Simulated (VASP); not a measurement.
Input of a VASP 6.6.1 run:

File INCAR:

```
PREC = Accurate ; ENCUT = 500
EDIFF = 1E-6 ; ISMEAR = 0
SIGMA = 0.1 ; LREAL = False
LASPH = True ; NELM = 120
ALGO = Normal ; ISIF = 2
LWAVE = False ; LCHARG = False
GGA = PE ; NBANDS = 13
GGA_COMPAT = False
```

File KPOINTS:

```
Automatic mesh
0
Gamma
  6 6 8
```

Contents of POSCAR:

```
Mo
1.0
    2.7355103972      0.0000000000      0.0000000000
   -1.3677551986      2.3690214963      0.0000000000
    0.0000000000      0.0000000000      2.5551807000
Mo
1
Direct
    0.0000000000      0.0000000000      0.5000000000
```

Potentials or basis: VASP PAW PBE potentials, release 64 (Mo_sv).

The run is started by

```bash
$ cat potpaw_PBE.64/Mo_sv/POTCAR > POTCAR
$ mpirun -np 1 vasp_std > vasp.out
```

**Question.** Estimate the band gap on the k mesh.

**Answer.** Zero (band 7 reaches 12.55 eV, above the bottom of band 8 at 10.66 eV).

**Question.** Estimate the pressure.

**Answer.** 4.5 GPa.

Stress tensor (GPa, compression positive):
```
5.49 0.00 0.00
0.00 5.49 0.00
0.00 0.00 2.63
```

Caveat: the k points lie up to 0.44 Å⁻¹ apart.
